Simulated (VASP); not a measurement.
# BN (P6_3mc) in VASP: a series of runs

Runs on BN. Level: r2SCAN. Tasks: single point.

Program: VASP 6.6.1. These are calculated values, not measurements. Logs are shortened: lines on timing, memory, paths and dates and some standing lists are left out, and cuts for length are marked.

## Step 1: The cell of the first run

It takes space group P6_3mc (No. 186, hexagonal). The conventional cell has a = 2.548 Å, b = 2.548 Å, c = 8.375 Å, α = 90.00°, β = 90.00°, γ = 120.00°. Within 2.1 Å of B (site symmetry 3m) lie 4 N at 1.56 Å. B (site symmetry 3m) has 4 N at 1.56 to 1.58 Å within 2.1 Å. Within 2.1 Å of N (site symmetry 3m) lie 4 B at 1.56 Å. N (site symmetry 3m) has 4 B at 1.56 to 1.58 Å within 2.1 Å.

## Step 2: Single point, r2SCAN

Input file POSCAR:

```
BN
1.0
    2.5479975837      0.0000000000      0.0000000000
   -1.2739987919      2.2066306362      0.0000000000
    0.0000000000      0.0000000000      8.3753606070
B N
4 4
Direct
    0.0000000000      0.0000000000      0.0003894310
    0.3333333333      0.6666666667      0.2496892038
    0.0000000000      0.0000000000      0.5003894310
    0.6666666667      0.3333333333      0.7496892038
    0.0000000000      0.0000000000      0.1869898389
    0.3333333333      0.6666666667      0.4379315264
    0.0000000000      0.0000000000      0.6869898389
    0.6666666667      0.3333333333      0.9379315264
```

Input file INCAR.step1:

```
PREC     = Accurate       # precision mode
ENCUT    = 910            # plane-wave cutoff, eV
ISMEAR   = -1             # smearing method
SIGMA    = 0.02           # smearing width, eV
LREAL    = False          # projectors in reciprocal space
LASPH    = True           # aspherical terms in the spheres
NELM     = 120            # most SCF steps
NBANDS   = 26             # bands
GGA      = PE             # functional
ALGO     = Normal         # electronic algorithm
EDIFF    = 1E-5           # SCF threshold, eV
LWAVE    = True           # write WAVECAR
LCHARG   = False          # write CHGCAR
GGA_COMPAT= False
```

Input file INCAR.step2:

```
PREC     = Accurate       # precision mode
ENCUT    = 910            # plane-wave cutoff, eV
EDIFF    = 1E-6           # SCF threshold, eV
ISMEAR   = -1             # smearing method
SIGMA    = 0.02           # smearing width, eV
LREAL    = False          # projectors in reciprocal space
LASPH    = True           # aspherical terms in the spheres
NELM     = 120            # most SCF steps
ALGO     = Normal         # electronic algorithm
ISIF     = 2              # what is computed and relaxed
LWAVE    = False          # write WAVECAR
LCHARG   = False          # write CHGCAR
METAGGA  = R2SCAN         # meta-GGA
LMIXTAU  = True         
NBANDS   = 26             # bands
ISTART   = 1            
GGA_COMPAT= False
```

Input file KPOINTS:

```
regular mesh
0
Gamma
  12 12 4
```

Potentials or basis: VASP PAW PBE potentials, release 64 (B_h, N_h).

On the command line:

```console
> cat potpaw_PBE.64/B_h/POTCAR potpaw_PBE.64/N_h/POTCAR > POTCAR
> cp INCAR.step1 INCAR
> mpirun -np 1 vasp_std > vasp.out
> cp INCAR.step2 INCAR
> mpirun -np 1 vasp_std > vasp.out
```

OUTCAR:

```text
PREC = Accurate
   ENCUT = 910
   EDIFF = 1E-6
   ISMEAR = -1
   LREAL = False
   LASPH = True
   NELM = 120
   ISIF = 2
   METAGGA = R2SCAN
   ISTART = 1

 ion  position               nearest neighbor table
   1  0.000  0.000  0.000-
   2  0.333  0.667  0.250-
   3  0.000  0.000  0.500-
   4  0.667  0.333  0.750-
   5  0.000  0.000  0.187-
   6  0.333  0.667  0.438-
   7  0.000  0.000  0.687-
   8  0.667  0.333  0.938-

  LATTYP: Found a hexagonal cell.
 ALAT       =     2.5479975837
 C/A-ratio  =     3.2870363224

  Lattice vectors:

 A1 = (   2.5479975837,   0.0000000000,   0.0000000000)
 A2 = (  -1.2739987919,   2.2066306362,   0.0000000000)
 A3 = (   0.0000000000,   0.0000000000,   8.3753606070)

Analysis of symmetry for initial positions (statically):
=====================================================================
 Subroutine PRICEL returns:
 Original cell was already a primitive cell.

 Routine SETGRP: Setting up the symmetry group for a
 hexagonal supercell.

 Subroutine GETGRP returns: Found 12 space group operations
 (whereof  6 operations were pure point group operations)
 out of a pool of 24 trial point group operations.

The static configuration has the point symmetry C_3v.
 The point group associated with its full space group is C_6v.

Analysis of symmetry for dynamics (positions and initial velocities):
=====================================================================
 Subroutine PRICEL returns:
 Original cell was already a primitive cell.

 Routine SETGRP: Setting up the symmetry group for a
 hexagonal supercell.

 Subroutine GETGRP returns: Found 12 space group operations
 (whereof  6 operations were pure point group operations)
 out of a pool of 24 trial point group operations.

The dynamic configuration has the point symmetry C_3v.
 The point group associated with its full space group is C_6v.

 Subroutine INISYM returns: Found 12 space group operations
 (whereof  6 operations are pure point group operations),
 and found     1 'primitive' translations

----------------------------------------------------------------------------------------

                                     Primitive cell

  volume of cell :      47.0904

  direct lattice vectors                    reciprocal lattice vectors
     2.547997584  0.000000000  0.000000000     0.392465050  0.226589802  0.000000000
    -1.273998792  2.206630636  0.000000000     0.000000000  0.453179605  0.000000000
     0.000000000  0.000000000  8.375360607     0.000000000  0.000000000  0.119397844

  length of vectors
     2.547997584  2.547997584  8.375360607     0.453179605  0.453179605  0.119397844

  position of ions in fractional coordinates (direct lattice)
     0.000000000  0.000000000  0.000389431
     0.333333333  0.666666667  0.249689204
     0.000000000  0.000000000  0.500389431
     0.666666667  0.333333333  0.749689204
     0.000000000  0.000000000  0.186989839
     0.333333333  0.666666667  0.437931526
     0.000000000  0.000000000  0.686989839
     0.666666667  0.333333333  0.937931526

  ion indices of the primitive-cell ions
   primitive index   ion index
                 1           1
                 2           2
                 3           3
                 4           4
                 5           5
                 6           6
                 7           7
                 8           8

----------------------------------------------------------------------------------------

 KPOINTS: regular mesh

Automatic generation of k-mesh.
 Grid dimensions read from file:
 generate k-points for:   12   12    4

 Generating k-lattice:

  Cartesian coordinates                     Fractional coordinates (reciprocal lattice)
     0.032705421  0.018882484  0.000000000     0.083333333 -0.000000000  0.000000000
     0.000000000  0.037764967  0.000000000     0.000000000  0.083333333  0.000000000
     0.000000000  0.000000000  0.029849461     0.000000000  0.000000000  0.250000000

  Length of vectors
     0.037764967  0.037764967  0.029849461

  Shift w.r.t. Gamma in fractional coordinates (k-lattice)
     0.000000000  0.000000000  0.000000000

 Subroutine IBZKPT returns following result:
 ===========================================

 Found     57 irreducible k-points:

 Following reciprocal coordinates:
            Coordinates               Weight
  0.000000  0.000000  0.000000      1.000000
  0.083333  0.000000  0.000000      6.000000
  0.166667  0.000000  0.000000      6.000000
  0.250000  0.000000  0.000000      6.000000
  0.333333  0.000000  0.000000      6.000000
  0.416667  0.000000  0.000000      6.000000
[... 16 lines left out ...]
  0.250000  0.000000  0.250000     12.000000
  0.333333  0.000000  0.250000     12.000000
 [... further k-points ...]
   k-points           NKPTS =     57   k-points in BZ     NKDIM =     57   number of bands    NBANDS=     26
   number of dos      NEDOS =    301   number of ions     NIONS =      8
   total plane-waves  NPLWV =  65856
   dimension x,y,z NGX =    28 NGY =   28 NGZ =   84
   dimension x,y,z NGXF=    56 NGYF=   56 NGZF=  168
   ions per type =               4   4
   NGX,Y,Z   is equivalent  to a cutoff of  18.27, 18.27, 16.67 a.u.
   NGXF,Y,Z  is equivalent  to a cutoff of  36.54, 36.54, 33.35 a.u.
 SYSTEM =  unknown system
   PREC   = accura    normal or accurate (medium, high low for compatibility)
   ISTART =      1    job   : 0-new  1-cont  2-samecut
   ICHARG =      0    charge: 1-file 2-atom 10-const
   ISPIN  =      1    spin polarized calculation?
   LNONCOLLINEAR =      F non collinear calculations
   LSORBIT =      F    spin-orbit coupling
   LASPH  =      T    aspherical Exc in radial PAW
   ENCUT  =  910.0 eV  66.88 Ry    8.18 a.u.   6.27  6.27 20.60*2*pi/ulx,y,z
   NELM   =    120;   NELMIN=  2; NELMDL=  0     # of ELM steps
   EDIFF  = 0.1E-05   stopping-criterion for ELM
   LREAL  =      F    real-space projection
   EDIFFG = 0.1E-04   stopping-criterion for IOM
   NSW    =      0    number of steps for IOM
   IBRION =     -1    ionic relax: 0-MD 1-quasi-New 2-CG
   NFREE  =      0    steps in history (QN), initial steepest desc. (CG)
   ISIF   =      2    stress and relaxation
   ISYM   =      2    0-nonsym 1-usesym 2-fastsym
   POTIM  = 0.5000    time-step for ionic-motion
   TEBEG  =    0.0;   TEEND  =   0.0 temperature during run
   PSTRESS=    0.0 pullay stress
   NELECT =      32.0000    total number of electrons
   NUPDOWN=      -1.0000    fix difference up-down
   EMIN   =  10.00;   EMAX   =-10.00  energy-range for DOS
   EFERMI =   0.00;   METHOD = LEGACY
   ISMEAR =    -1;   SIGMA  =   0.02  broadening in eV -4-tet -1-fermi 0-gaus
   EFERMI_NEDOS =   21; number of points for ismear=-14 and -15
   IALGO  =     38    algorithm
   IMIX   =      4    mixing-type and parameters
     AMIX     =   0.40;   BMIX     =  1.00
     AMIX_MAG =   1.60;   BMIX_MAG =  1.00
  volume/ion in A,a.u.               =       5.89        39.72
  Fermi-wavevector in a.u.,A,eV,Ry     =   1.439287  2.719858 28.185113  2.071547
  Thomas-Fermi vector in A             =   2.558159
   LORBIT       =      0    0 simple, 1 ext, 2 COOP (PROOUT), +10 PAW based schemes
   METAGGA = R2SCAN    functional components
   LHFCALC =     F    Hartree Fock is set to
   AEXX    =    0.0000 exact exchange contribution
   IVDW    =     0    specifies the selected vdW correction
   LEPSILON=     F    determine dielectric tensor
   LRPA    =     F    only Hartree local field effects (RPA)
 non-spin polarized calculation
  energy-cutoff  :      910.00
  volume of cell :       47.09
 maximum number of plane-waves:      2957
 NGX is ok and might be reduce to    28
   NGX = 13   NGY = 13   NGZ = 41

 number of electron      32.0000000 magnetization

 Free energy of the ion-electron system (eV)
  ---------------------------------------------------
  ext. energy  EPLUGINS =         0.00000000
  ---------------------------------------------------
  free energy    TOTEN  =       -76.73284888 eV

  energy without entropy =      -76.73284888  energy(sigma->0) =      -76.73284888

 E-fermi :   9.4900     XC(G=0): -13.7699

 val. band max:        9.0485895200   @ k =   0.0000   0.0000   0.0000
 cond. band min:      15.1197878056   @ k =   0.5000   0.0000   0.0000
 fundamental gap:      6.0711982855
 Fermi energy:         9.4900142917

 k-point     1 :       0.0000    0.0000    0.0000
  band No.  band energies     occupation
      1     -12.3637      2.00000
      2     -10.8818      2.00000
      3     -10.8063      2.00000
      4      -8.0848      2.00000
      5      -2.1707      2.00000
      6       3.1703      2.00000
[... 18 lines left out ...]
     25      20.3277      0.00000
     26      20.4248      0.00000

 k-point     2 :       0.0833    0.0000    0.0000
  band No.  band energies     occupation
      1     -12.2073      2.00000
      2     -10.7338      2.00000
      3     -10.6582      2.00000
      4      -7.9668      2.00000
      5      -2.0150      2.00000
      6       3.2142      2.00000
[... 18 lines left out ...]
     25      20.5555      0.00000
     26      20.7521      0.00000

 k-point     3 :       0.1667    0.0000    0.0000
  band No.  band energies     occupation
      1     -11.7435      2.00000
      2     -10.2977      2.00000
      3     -10.2218      2.00000
      4      -7.6306      2.00000
      5      -1.5539      2.00000
      6       3.1884      2.00000
[... 572 lines left out ...]
 k-point    23 :       0.2500    0.0000    0.2500
  band No.  band energies     occupation
      1     -10.8981      2.00000
      2     -10.1723      2.00000
      3      -8.8392      2.00000
      4      -7.4177      2.00000
      5      -0.4305      2.00000
      6       1.5253      2.00000
[... 18 lines left out ...]
     25      21.9049      0.00000
     26      22.9687      0.00000

 k-point    24 :       0.3333    0.0000    0.2500
  band No.  band energies     occupation
      1      -9.9085      2.00000
      2      -9.2384      2.00000
      3      -8.0470      2.00000
      4      -6.8790      2.00000
      5      -0.0608      2.00000
      6       0.3665      2.00000
[... 18 lines left out ...]
     25      22.5331      0.00000
     26      23.1642      0.00000

 [... further k-points ...]

------------------------ aborting loop because EDIFF is reached ----------------------------------------

  FORCE on cell =-STRESS in cart. coord.  units (eV):
  Direction    XX          YY          ZZ          XY          YZ          ZX
  --------------------------------------------------------------------------------------
  -------------------------------------------------------------------------------------
  Total       -0.1713532     -0.1713532     -0.1641772      0.0000000      0.0000000      0.0000000
  in kB       -5.8300289     -5.8300289     -5.5858758      0.0000000      0.0000000      0.0000000
  external PRESSURE =      -5.7486446 kB  Pullay stress =       0.0000000 kB

 VOLUME and BASIS-vectors are now :
 -----------------------------------------------------------------------------
  energy-cutoff  :      910.00
  volume of cell :       47.09
      direct lattice vectors                 reciprocal lattice vectors
     2.547997584  0.000000000  0.000000000     0.392465050  0.226589802  0.000000000
    -1.273998792  2.206630636  0.000000000     0.000000000  0.453179605  0.000000000
     0.000000000  0.000000000  8.375360607     0.000000000  0.000000000  0.119397844

 POSITION                                       TOTAL-FORCE (eV/Angst)
 -----------------------------------------------------------------------------------
      0.00000      0.00000      0.00326         0.000000     -0.000000     -0.001800
     -0.00000      1.47109      2.09124        -0.000000     -0.000000     -0.003171
      0.00000      0.00000      4.19094        -0.000000      0.000000     -0.001800
      1.27400      0.73554      6.27892        -0.000000      0.000000     -0.003171
      0.00000      0.00000      1.56611         0.000000      0.000000      0.001681
     -0.00000      1.47109      3.66783        -0.000000      0.000000      0.003291
      0.00000      0.00000      5.75379        -0.000000      0.000000      0.001681
      1.27400      0.73554      7.85551         0.000000     -0.000000      0.003291
 -----------------------------------------------------------------------------------
    total drift:                                0.000000      0.000000     -0.029591

  FREE ENERGIE OF THE ION-ELECTRON SYSTEM (eV)
  ---------------------------------------------------
  free  energy   TOTEN  =       -76.7328488776 eV

  energy  without entropy=      -76.7328488776  energy(sigma->0) =      -76.73284888
```

Wall time 5.4 min (1 thread of Intel Xeon 6975P-C (Granite Rapids), shared host); peak memory 0.32 GiB.

Results:

```
Free energy            : -76.7328 eV
Pressure               : -0.6 GPa
Largest force          : 0.003 eV/Å
Band gap on the k mesh : 6.07 eV (least direct gap 8.18 eV)
```

Forces in eV/Å, atoms in the order of the input:
```
B    0.000  0.000 -0.002
B    0.000  0.000 -0.003
B    0.000  0.000 -0.002
B    0.000  0.000 -0.003
N    0.000  0.000  0.002
N    0.000  0.000  0.003
N    0.000  0.000  0.002
N    0.000  0.000  0.003
```

Levels at points of the mesh, in eV from the valence-band top:
```
           k point  band 14  band 15  band 16  band 17  band 18  band 19
(0.00, 0.00, 0.00)    -0.13     0.00     0.00     9.33     9.33     9.49
(0.50, 0.00, 0.00)    -3.65    -2.70    -2.11     6.07     6.46     8.71
(0.00, 0.00, 0.50)    -0.39    -0.39    -0.39     9.83     9.83     9.83
(0.50, 0.00, 0.50)    -3.60    -2.70    -2.70     6.59     6.59     9.04
```

Caveat: the cutoff is under 1.25 times the usual one of these potentials, so pressure, stress and relaxed cells hold a basis-set (Pulay) error; the PAW data sets were made with another functional, which shifts forces and pressure a little. A k mesh can miss the band edges.

## Step 3: Single point, r2SCAN

POSCAR is that of step 2.

Input file INCAR.step1:

```
PREC = Accurate
ENCUT = 910
ISMEAR = 0
SIGMA = 0.01
LREAL = F
LASPH = T
NELM = 120
NBANDS = 26
GGA = PE
ALGO = Normal
EDIFF = 1E-5
LWAVE = T
LCHARG = F
GGA_COMPAT = F
```

Input file INCAR.step2:

```
PREC = Accurate
ENCUT = 910
EDIFF = 1E-6
ISMEAR = 0
SIGMA = 0.01
LREAL = F
LASPH = T
NELM = 120
ALGO = Normal
ISIF = 2
LWAVE = F
LCHARG = F
METAGGA = R2SCAN
LMIXTAU = T
NBANDS = 26
ISTART = 1
GGA_COMPAT = F
```

KPOINTS is that of step 2.

Potentials or basis: VASP PAW PBE potentials, release 64 (B_h, N_h).

On the command line:

```console
> cat potpaw_PBE.64/B_h/POTCAR potpaw_PBE.64/N_h/POTCAR > POTCAR
> cp INCAR.step1 INCAR
> mpirun -np 1 vasp_std > vasp.out
> cp INCAR.step2 INCAR
> mpirun -np 1 vasp_std > vasp.out
```

Run time: 5.4 min. Hardware: 1 thread of Intel Xeon 6975P-C (Granite Rapids), shared host; peak memory 0.32 GiB.

Results (log left out):

```
Free energy            : -76.7328 eV
Pressure               : -0.6 GPa
Largest force          : 0.003 eV/Å
Band gap on the k mesh : 6.07 eV (least direct gap 8.18 eV)
```

Forces in eV/Å, atoms in the order of the input:
```
B    0.000  0.000 -0.002
B    0.000  0.000 -0.003
B    0.000  0.000 -0.002
B    0.000  0.000 -0.003
N    0.000  0.000  0.002
N    0.000  0.000  0.003
N    0.000  0.000  0.002
N    0.000  0.000  0.003
```

Levels at points of the mesh, in eV from the valence-band top:
| k point | band 12 | band 13 | band 14 | band 15 | band 16 | band 17 | band 18 | band 19 | band 20 | band 21 |
| --- | --- | --- | --- | --- | --- | --- | --- | --- | --- | --- |
| (0.00, 0.00, 0.00) | -1.14 | -1.14 | -0.13 | 0.00 | 0.00 | 9.33 | 9.33 | 9.49 | 10.04 | 10.49 |
| (0.50, 0.00, 0.00) | -3.89 | -3.83 | -3.65 | -2.70 | -2.11 | 6.07 | 6.46 | 8.71 | 10.07 | 10.64 |
| (0.00, 0.00, 0.50) | -1.87 | -0.39 | -0.39 | -0.39 | -0.39 | 9.83 | 9.83 | 9.83 | 9.83 | 9.95 |
| (0.50, 0.00, 0.50) | -4.80 | -3.60 | -3.60 | -2.70 | -2.70 | 6.59 | 6.59 | 9.04 | 9.04 | 11.27 |

Caveat: the cutoff is under 1.25 times the usual one of these potentials, so pressure, stress and relaxed cells hold a basis-set (Pulay) error; the PAW data sets were made with another functional, which shifts forces and pressure a little. A k mesh can miss the band edges.
